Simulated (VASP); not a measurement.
Here is a VASP 6.6.1 calculation.

The input INCAR:

```
SYSTEM = Mo
PREC = Accurate
ENCUT = 520
EDIFF = 1E-7
ISMEAR = -1
SIGMA = 0.1
LREAL = .False.
LASPH = .True.
NELM = 100
ALGO = Normal
ISIF = 2
LWAVE = .False.
LCHARG = .False.
GGA = RP
NBANDS = 13
```

Contents of KPOINTS:

```
regular mesh
0
Gamma
  15 15 15
  0 0 0
```

Contents of POSCAR:

```
Mo
1.0
    0.0000000000      1.9559695436      1.9559695436
    1.9559695436      0.0000000000      1.9559695436
    1.9559695436      1.9559695436      0.0000000000
Mo
1
Direct
    0.0000000000      0.0000000000      0.0000000000
```

Potentials or basis: VASP PAW PBE potentials, release 64 (Mo_sv).

Command:

```console
$ cat potpaw_PBE.64/Mo_sv/POTCAR > POTCAR
$ mpirun -np 1 vasp_std > vasp.out
```

(1) Predict the pressure.

(2) Estimate the band gap on the k mesh.

Answers

(1) 23.5 GPa.

(2) zero (bands 7 and 8 overlap by 5.10 eV).

Caveat: the cell stands under pressure; the PAW data sets were made with another functional, which shifts forces and pressure a little.
